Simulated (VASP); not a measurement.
CsBr, 2 atoms in the cell. Symmetry: Pm-3m, No. 221, cubic system. Conventional cell: a = 4.319 Å, b = 4.319 Å, c = 4.319 Å, α = 90.00°, β = 90.00°, γ = 90.00°. Within 4.9 Å of Cs (site symmetry m-3m) lie 8 Br at 3.74 Å and 6 Cs at 4.32 Å. Within 4.9 Å of Br (site symmetry m-3m) lie 8 Cs at 3.74 Å and 6 Br at 4.32 Å. 

* Program: VASP 6.6.1
* Task: single point
* Functional: r2SCAN
* Potentials or basis: VASP PAW PBE potentials, release 64 (Cs_sv, Br)
* Cutoff: 550 eV
* k mesh: 6 × 6 × 6
* Occupations: gaussian, width 0.01 eV
* Spin: no spin polarisation
* Dipole correction: no
* Further INCAR settings: ALGO = Normal; EDIFF = 1e-06; NBANDS = 15

Potentials or basis: VASP PAW PBE potentials, release 64 (Cs_sv, Br).

Launch:

```sh
$ cat potpaw_PBE.64/Cs_sv/POTCAR potpaw_PBE.64/Br/POTCAR > POTCAR
$ cp INCAR.step1 INCAR
$ mpirun -np 1 vasp_std > vasp.out
$ cp INCAR.step2 INCAR
$ mpirun -np 1 vasp_std > vasp.out
```

Hardware: 1 thread of Intel(R) Xeon(R) 6975P-C (Granite Rapids), with other jobs on the host.

Problem. How long does it take, and how much memory?

Solution. Wall time 43 s on 1 thread of Intel(R) Xeon(R) 6975P-C (Granite Rapids), on a shared host, peak memory 0.22 GiB. Counts: k points 20.
